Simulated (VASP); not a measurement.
# Ti (Fm-3m) in VASP: a series of runs

Aim: see how the results for Ti move with the level of theory and the settings. Levels: BLYP+D4, PBE0. Tasks: relaxation of cell and atoms, single point.

Everything below comes from runs of VASP 6.6.1. Logs are shortened: lines on timing, memory, paths and dates and some standing lists are left out, and cuts for length are marked.

### 1 The cell of the first run

The structure is cubic, space group Fm-3m (No. 225). The conventional cell has a = 4.060 Å, b = 4.060 Å, c = 4.060 Å, α = 90.00°, β = 90.00°, γ = 90.00°. Within 3.8 Å of Ti (site symmetry m-3m) lie 12 Ti at 2.87 Å.

This isn't the form of Ti at room conditions, which is hcp.

### 2 Relaxation of cell and atoms, BLYP+D4

Contents of INCAR:

```
SYSTEM = Ti
AGGAC = 1.0
AGGAX = 1.0
ALDAC = 0.0
ALDAX = 1.0
ALGO = Normal
EDIFF = 1E-6
EDIFFG = -0.01
ENCUT = 600
GGA = B5
IBRION = 2
ISIF = 3
ISMEAR = -1
IVDW = 13
LASPH = .TRUE.
LCHARG = .FALSE.
LREAL = .FALSE.
LWAVE = .FALSE.
NELM = 80
NSW = 60
PREC = Accurate
SIGMA = 0.05
VDW_A1 = 0.44488865
VDW_A2 = 4.0933009
VDW_S6 = 1.0
VDW_S8 = 2.34076671
```

Contents of KPOINTS:

```
k-points
0
G
  11 11 11
  0 0 0
```

Contents of POSCAR:

```
Ti
1.0
    0.0000000000      2.0300000000      2.0300000000
    2.0300000000      0.0000000000      2.0300000000
    2.0300000000      2.0300000000      0.0000000000
Ti
1
Direct
    0.0000000000      0.0000000000      0.0000000000
```

Potentials or basis: VASP PAW PBE potentials, release 64 (Ti_sv).

Run with:

```bash
> cat potpaw_PBE.64/Ti_sv/POTCAR > POTCAR
> mpirun -np 1 vasp_std > vasp.out
```

OUTCAR:

```text
SYSTEM = Ti
   EDIFF = 1E-6
   EDIFFG = -0.01
   ENCUT = 600
   GGA = B5
   IBRION = 2
   ISIF = 3
   ISMEAR = -1
   IVDW = 13
   LASPH = .TRUE.
   LREAL = .FALSE.
   NELM = 80
   NSW = 60
   PREC = Accurate

 ion  position               nearest neighbor table
   1  0.000  0.000  0.000-

  LATTYP: Found a face centered cubic cell.
 ALAT       =     4.0600000000

  Lattice vectors:

 A1 = (   0.0000000000,   2.0300000000,   2.0300000000)
 A2 = (   2.0300000000,   0.0000000000,   2.0300000000)
 A3 = (   2.0300000000,   2.0300000000,   0.0000000000)

Analysis of symmetry for initial positions (statically):
=====================================================================
 Subroutine PRICEL returns:
 Original cell was already a primitive cell.

 Routine SETGRP: Setting up the symmetry group for a
 face centered cubic supercell.

 Subroutine GETGRP returns: Found 48 space group operations
 (whereof 48 operations were pure point group operations)
 out of a pool of 48 trial point group operations.

The static configuration has the point symmetry O_h .

Analysis of symmetry for dynamics (positions and initial velocities):
=====================================================================
 Subroutine PRICEL returns:
 Original cell was already a primitive cell.

 Routine SETGRP: Setting up the symmetry group for a
 face centered cubic supercell.

 Subroutine GETGRP returns: Found 48 space group operations
 (whereof 48 operations were pure point group operations)
 out of a pool of 48 trial point group operations.

The dynamic configuration has the point symmetry O_h .

 Subroutine INISYM returns: Found 48 space group operations
 (whereof 48 operations are pure point group operations),
 and found     1 'primitive' translations

----------------------------------------------------------------------------------------

                                     Primitive cell

  volume of cell :      16.7309

  direct lattice vectors                    reciprocal lattice vectors
     0.000000000  2.030000000  2.030000000    -0.246305419  0.246305419  0.246305419
     2.030000000  0.000000000  2.030000000     0.246305419 -0.246305419  0.246305419
     2.030000000  2.030000000  0.000000000     0.246305419  0.246305419 -0.246305419

  length of vectors
     2.870853532  2.870853532  2.870853532     0.426613499  0.426613499  0.426613499

  position of ions in fractional coordinates (direct lattice)
     0.000000000  0.000000000  0.000000000

  ion indices of the primitive-cell ions
   primitive index   ion index
                 1           1

----------------------------------------------------------------------------------------

 KPOINTS: k-points

Automatic generation of k-mesh.
 Grid dimensions read from file:
 generate k-points for:   11   11   11

 Generating k-lattice:

  Cartesian coordinates                     Fractional coordinates (reciprocal lattice)
    -0.022391402  0.022391402  0.022391402     0.090909091  0.000000000  0.000000000
     0.022391402 -0.022391402  0.022391402     0.000000000  0.090909091  0.000000000
     0.022391402  0.022391402 -0.022391402     0.000000000  0.000000000  0.090909091

  Length of vectors
     0.038783045  0.038783045  0.038783045

  Shift w.r.t. Gamma in fractional coordinates (k-lattice)
     0.000000000  0.000000000  0.000000000

 Subroutine IBZKPT returns following result:
 ===========================================

 Found     56 irreducible k-points:

 Following reciprocal coordinates:
            Coordinates               Weight
  0.000000  0.000000  0.000000      1.000000
  0.090909  0.000000  0.000000      8.000000
  0.181818  0.000000  0.000000      8.000000
  0.272727  0.000000  0.000000      8.000000
  0.363636  0.000000  0.000000      8.000000
  0.454545  0.000000  0.000000      8.000000
[... 16 lines left out ...]
 -0.272727  0.181818  0.000000     24.000000
 -0.181818  0.181818  0.000000     12.000000
 [... further k-points ...]
   k-points           NKPTS =     56   k-points in BZ     NKDIM =     56   number of bands    NBANDS=     10
   number of dos      NEDOS =    301   number of ions     NIONS =      1
   total plane-waves  NPLWV =  13824
   dimension x,y,z NGX =    24 NGY =   24 NGZ =   24
   dimension x,y,z NGXF=    48 NGYF=   48 NGZF=   48
   ions per type =               1
   NGX,Y,Z   is equivalent  to a cutoff of  13.90, 13.90, 13.90 a.u.
   NGXF,Y,Z  is equivalent  to a cutoff of  27.80, 27.80, 27.80 a.u.
 SYSTEM =  Ti
   PREC   = accura    normal or accurate (medium, high low for compatibility)
   ISTART =      0    job   : 0-new  1-cont  2-samecut
   ICHARG =      2    charge: 1-file 2-atom 10-const
   ISPIN  =      1    spin polarized calculation?
   LNONCOLLINEAR =      F non collinear calculations
   LSORBIT =      F    spin-orbit coupling
   LASPH  =      T    aspherical Exc in radial PAW
   ENCUT  =  600.0 eV  44.10 Ry    6.64 a.u.   5.73  5.73  5.73*2*pi/ulx,y,z
   NELM   =     80;   NELMIN=  2; NELMDL= -5     # of ELM steps
   EDIFF  = 0.1E-05   stopping-criterion for ELM
   LREAL  =      F    real-space projection
   EDIFFG = -.1E-01   stopping-criterion for IOM
   NSW    =     60    number of steps for IOM
   IBRION =      2    ionic relax: 0-MD 1-quasi-New 2-CG
   NFREE  =      1    steps in history (QN), initial steepest desc. (CG)
   ISIF   =      3    stress and relaxation
   ISYM   =      2    0-nonsym 1-usesym 2-fastsym
   POTIM  = 0.5000    time-step for ionic-motion
   TEBEG  =    0.0;   TEEND  =   0.0 temperature during run
   PSTRESS=    0.0 pullay stress
   NELECT =      12.0000    total number of electrons
   NUPDOWN=      -1.0000    fix difference up-down
   EMIN   =  10.00;   EMAX   =-10.00  energy-range for DOS
   EFERMI =   0.00;   METHOD = LEGACY
   ISMEAR =    -1;   SIGMA  =   0.05  broadening in eV -4-tet -1-fermi 0-gaus
   EFERMI_NEDOS =   21; number of points for ismear=-14 and -15
   IALGO  =     38    algorithm
   IMIX   =      4    mixing-type and parameters
     AMIX     =   0.40;   BMIX     =  1.00
     AMIX_MAG =   1.60;   BMIX_MAG =  1.00
  volume/ion in A,a.u.               =      16.73       112.91
  Fermi-wavevector in a.u.,A,eV,Ry     =   1.465421  2.769245 29.217967  2.147460
  Thomas-Fermi vector in A             =   2.581280
   LORBIT       =      0    0 simple, 1 ext, 2 COOP (PROOUT), +10 PAW based schemes
   GGA     = B5    functional components
   LHFCALC =     F    Hartree Fock is set to
   AEXX    =    0.0000 exact exchange contribution
   IVDW    =    13    specifies the selected vdW correction
   LEPSILON=     F    determine dielectric tensor
   LRPA    =     F    only Hartree local field effects (RPA)
 conjugate gradient relaxation of ions
 non-spin polarized calculation
  energy-cutoff  :      600.00
  volume of cell :       16.73
 maximum number of plane-waves:       568
   NGX = 11   NGY = 11   NGZ = 11

--------------------------------------- Ionic step        1  -------------------------------------------

 number of electron      12.0000002 magnetization

 Free energy of the ion-electron system (eV)
  ---------------------------------------------------
  ext. energy  EPLUGINS =         0.00000000
  ---------------------------------------------------
  free energy    TOTEN  =        -6.70395931 eV

  energy without entropy =       -6.69473827  energy(sigma->0) =       -6.69934879

------------------------ aborting loop because EDIFF is reached ----------------------------------------

  DFT-D4 for vdW energy calculation

  Edisp (eV):   -0.39088

  FORCE on cell =-STRESS in cart. coord.  units (eV):
  Direction    XX          YY          ZZ          XY          YZ          ZX
  --------------------------------------------------------------------------------------
  -------------------------------------------------------------------------------------
  Total       0.28707     0.28707     0.28707     0.00000    -0.00000     0.00000
  in kB      27.48997    27.48997    27.48997     0.00000    -0.00000     0.00000
  external pressure =       27.49 kB  Pullay stress =        0.00 kB
[... 59 lines left out ...]
  energy  without entropy=       -7.0861258495  energy(sigma->0) =       -7.09145037

--------------------------------------- Ionic step        3  -------------------------------------------

 number of electron      12.0000003 magnetization

 Free energy of the ion-electron system (eV)
  ---------------------------------------------------
  ext. energy  EPLUGINS =         0.00000000
  ---------------------------------------------------
  free energy    TOTEN  =        -6.71717214 eV

  energy without entropy =       -6.70713598  energy(sigma->0) =       -6.71215406

 E-fermi :   8.8184     XC(G=0): -11.0189

 val. band max:        8.7362916892   @ k =   0.1818   0.1818   0.0000
 cond. band min:       8.8314552139   @ k =   0.2727   0.0000   0.0000
 fundamental gap:      0.0951635247
 Fermi energy:         8.8183911673

 k-point     1 :       0.0000    0.0000    0.0000
  band No.  band energies     occupation
      1     -47.6385      2.00000
      2     -23.6498      2.00000
      3     -23.6498      2.00000
      4     -23.6498      2.00000
      5       2.8910      2.00000
      6       9.6316      0.00000
      7       9.6316      0.00000
      8       9.6316      0.00000
      9      11.2873      0.00000
     10      11.2873      0.00000
[... 287 lines left out ...]
 k-point    24 :      -0.1818    0.1818    0.0000
  band No.  band energies     occupation
      1     -47.5514      2.00000
      2     -24.0378      2.00000
      3     -23.8095      2.00000
      4     -23.6948      2.00000
      5       5.3622      2.00000
      6       8.5959      1.97693
      7       9.5797      0.00000
      8      10.5183      0.00000
      9      10.5304      0.00000
     10      12.2517      0.00000

 [... further k-points ...]

------------------------ aborting loop because EDIFF is reached ----------------------------------------

  DFT-D4 for vdW energy calculation

  Edisp (eV):   -0.38116

  FORCE on cell =-STRESS in cart. coord.  units (eV):
  Direction    XX          YY          ZZ          XY          YZ          ZX
  --------------------------------------------------------------------------------------
  -------------------------------------------------------------------------------------
  Total      -0.00122    -0.00122    -0.00122     0.00000     0.00000     0.00000
  in kB      -0.11430    -0.11430    -0.11430     0.00000     0.00000     0.00000
  external pressure =       -0.11 kB  Pullay stress =        0.00 kB
[... 16 lines left out ...]
  FREE ENERGIE OF THE ION-ELECTRON SYSTEM (eV)
  ---------------------------------------------------
  free  energy   TOTEN  =        -7.0983328340 eV

  energy  without entropy=       -7.0882966787  energy(sigma->0) =       -7.09331476

 reached required accuracy - stopping structural energy minimisation
```

Wall time 50 s (1 thread of Intel Xeon 8259CL, shared host); peak memory 0.15 GiB.

What came out:

```
Free energy                           : -7.0983 eV
Relaxed volume                        : 17.15 Å³/atom
Relaxed cell                          : a = 2.895 Å, b = 2.895 Å, c = 2.895 Å, α = 60.00°, β = 60.00°, γ = 60.00°
Space group after relaxing (to 0.1 Å) : Fm-3m (No. 225)
Energy gained by relaxing             : 3.5 meV/atom
Ionic steps                           : 3
Pressure after relaxing               : 0.0 GPa
Band gap on the k mesh                : zero (bands 6 and 7 overlap by 1.10 eV)
Dispersion energy per atom            : -0.381 eV
```

The path:
| step | energy change (eV) | largest force (eV/Å) | pressure (GPa) | volume (Å³) |
| --- | --- | --- | --- | --- |
| 1 | 0.0000 | 0.0000 | 2.75 | 16.73 |
| 2 | -0.0019 | 0.0000 | -1.75 | 17.44 |
| 3 | -0.0035 | 0.0000 | -0.01 | 17.15 |

Final structure:
```
CELL_PARAMETERS angstrom
0.00000 2.04675 2.04675
2.04675 0.00000 2.04675
2.04675 2.04675 0.00000
ATOMIC_POSITIONS crystal
Ti 0.00000 0.00000 0.00000
```

Caveat: the PAW data sets were made with another functional, which shifts forces and pressure a little. Zero-point motion and thermal expansion aren't in these numbers.

### 3 Single point, PBE0

This run uses another cell than the first one, of 17.22 Å³/atom.

Contents of POSCAR:

```
Ti
1.0
    0.0000000000      2.0495034348      2.0495034348
    2.0495034348      0.0000000000      2.0495034348
    2.0495034348      2.0495034348      0.0000000000
Ti
1
Direct
    0.0000000000      0.0000000000      0.0000000000
```

Contents of INCAR.step1:

```
SYSTEM = Ti
PREC = Accurate
ENCUT = 520
EDIFF = 1E-5
ISMEAR = -1
SIGMA = 0.05
LREAL = .False.
LASPH = .True.
NELM = 60
ALGO = Normal
ISIF = 2
LWAVE = .True.
LCHARG = .False.
NBANDS = 12
GGA = PE
```

Contents of INCAR.step2:

```
SYSTEM = Ti
PREC = Accurate
ENCUT = 520
EDIFF = 1E-6
ISMEAR = -1
SIGMA = 0.05
LREAL = .False.
LASPH = .True.
NELM = 60
ALGO = Normal
ISIF = 2
LWAVE = .False.
LCHARG = .False.
GGA = PE
LHFCALC = .True.
AEXX = 0.25
PRECFOCK = Normal
NBANDS = 12
ISTART = 1
```

Contents of KPOINTS:

```
Automatic mesh
0
Gamma
  6 6 6
  0 0 0
```

Potentials or basis: VASP PAW PBE potentials, release 64 (Ti_sv).

Run with:

```bash
> cat potpaw_PBE.64/Ti_sv/POTCAR > POTCAR
> cp INCAR.step1 INCAR
> mpirun -np 1 vasp_std > vasp.out
> cp INCAR.step2 INCAR
> mpirun -np 1 vasp_std > vasp.out
```

It took 23 min on 1 thread of Intel Xeon 8259CL, shared host; peak memory 0.15 GiB.

It converged, with:

| Property | Result |
| --- | --- |
| Free energy | -10.4202 eV |
| Pressure | -0.7 GPa |
| Band gap on the k mesh | zero (bands 6 and 7 overlap by 2.04 eV) |

Levels at points of the mesh, in eV from the Fermi level:
```csv
k point,band 2,band 3,band 4,band 5,band 6,band 7,band 8,band 9,band 10,band 11
"(0.00, 0.00, 0.00)",-36.02,-36.02,-36.02,-7.64,1.97,1.97,1.97,4.14,4.14,16.64
"(0.50, 0.00, 0.00)",-36.77,-36.11,-36.11,-3.46,0.63,1.99,1.99,5.06,5.06,9.71
"(0.50, 0.50, 0.00)",-36.71,-36.26,-36.26,-3.22,-2.45,3.56,5.29,5.31,5.31,12.36
```

Caveat: the k points lie up to 0.44 Å⁻¹ apart, too coarse for converged energies and pressures of a metal; the PAW data sets were made with another functional, which shifts forces and pressure a little.
